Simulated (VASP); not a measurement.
Runs of VASP 6.6.1 on Ir. The structure is that of space group I4/mmm (No. 139), or close to it. The cells are those of the table. 

| cell | gap on the mesh (eV) | pressure (GPa) |
| --- | --- | --- |
| a = 2.627, b = 2.627, c = 2.911 Å, angles 56.4, 56.4, 67.3°, 1 atom | none | (a) |
| a = 2.781, b = 2.781, c = 2.559 Å, angles 62.6, 62.6, 54.8°, 1 atom | none | (b) |
| a = 2.664, b = 2.664, c = 2.765 Å, angles 58.7, 58.7, 62.5°, 1 atom | none | 4.1 |
| a = 2.642, b = 2.642, c = 2.837 Å, angles 57.5, 57.5, 65.0°, 1 atom | none | 7.3 |
| a = 2.627, b = 2.627, c = 3.145 Å, angles 53.2, 53.2, 73.5°, 1 atom | none | 13.7 |

Alike in all rows: task single point; level LDA; potentials or basis VASP PAW LDA potentials, release 64 (Ir); no spin polarisation; k mesh 22 × 22 × 22; cutoff (eV) 520; smearing gaussian 0.15 eV.

Task: Fill in the values left out.

Result: (a) 11.9; (b) 9.3.

Caveats: spin-orbit coupling is left out, which moves the levels of the heavy elements.

A k mesh can miss the band edges, and the runs leave out spin-orbit coupling on Ir.

A gap of «none» marks levels without a gap at the run's occupations.
